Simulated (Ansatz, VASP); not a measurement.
Two plane-wave programs on CaC2

Contents of INCAR:

```
SYSTEM = CaC2
ALGO = Normal
EDIFF = 1E-6
ENCUT = 600
GGA = CA
GGA_COMPAT = .FALSE.
ISIF = 2
ISMEAR = 0
LASPH = .TRUE.
LCHARG = .TRUE.
LELF = .TRUE.
LREAL = .FALSE.
LVHAR = .TRUE.
LWAVE = .FALSE.
NBANDS = 16
NELM = 120
PREC = Accurate
SIGMA = 0.05
```

The input KPOINTS:

```
k-points
0
G
  10 10 10
  0 0 0
```

Contents of POSCAR:

```
CaC2
1.0
   -1.8789219473      1.8789219473      3.3742214240
    1.8789219473     -1.8789219473      3.3742214240
    1.8789219473      1.8789219473     -3.3742214240
Ca C
1 2
Direct
    0.0000000000      0.0000000000      0.0000000000
    0.5996770466      0.5996770466      0.0000000000
    0.4003229534      0.4003229534      0.0000000000
```

Input for Ansatz:

```yaml
crystal:
  lattice:
    - [-1.8789219473, 1.8789219473, 3.374221424]
    - [1.8789219473, -1.8789219473, 3.374221424]
    - [1.8789219473, 1.8789219473, -3.374221424]
  atoms:
    - { symbol: Ca, position: [0.0, 0.0, 0.0] }
    - { symbol: C, position: [0.5996770466, 0.5996770466, 0.0] }
    - { symbol: C, position: [0.4003229534, 0.4003229534, 0.0] }
basis:
  ecutwfc: 420
kpoints:
  mp_grid: { grid: [10, 10, 10] }
hamiltonian:
  xc: lda
scf:
  occupations: { method: gaussian, width: 0.05 }
output:
  forces: true
  stress: true
  eigenvalues: true
```

Change from the starting cell: strain +0.0750 x Voigt [0, 0, 1, 0, 0, 0], atoms carried along.

Alike in both runs: task single point; functional LDA; k mesh 10 × 10 × 10; occupations gaussian, width 0.05 eV; no spin polarisation.

|  | VASP | Ansatz |
| --- | --- | --- |
| version | VASP 6.6.1 | Ansatz 0.2.0 |
| potentials or method | VASP PAW LDA potentials, release 64 (Ca_sv, C), cutoff 600 eV | scalar-relativistic, plane waves, PAW |
| valence electrons in the cell | 18 | 18 |

```csv
,VASP,Ansatz,Ansatz less VASP
gap on the k mesh at the Fermi level (eV),0.55,0.57,+0.012
least direct gap on the mesh (eV),1.72,1.73,+0.011
pressure (GPa),-11.6,-11.9,-0.29
"traceless stress, the component that is largest in VASP (GPa)",-22.00,-22.16,-0.158
rms of the force components (eV/Å),2.358,2.397,+0.0383
```

LDA's correlation is that of Perdew and Zunger in VASP and of Perdew and Wang (1992) in Ansatz. Atom by atom the forces differ by 0.038 eV/Å (rms over components).
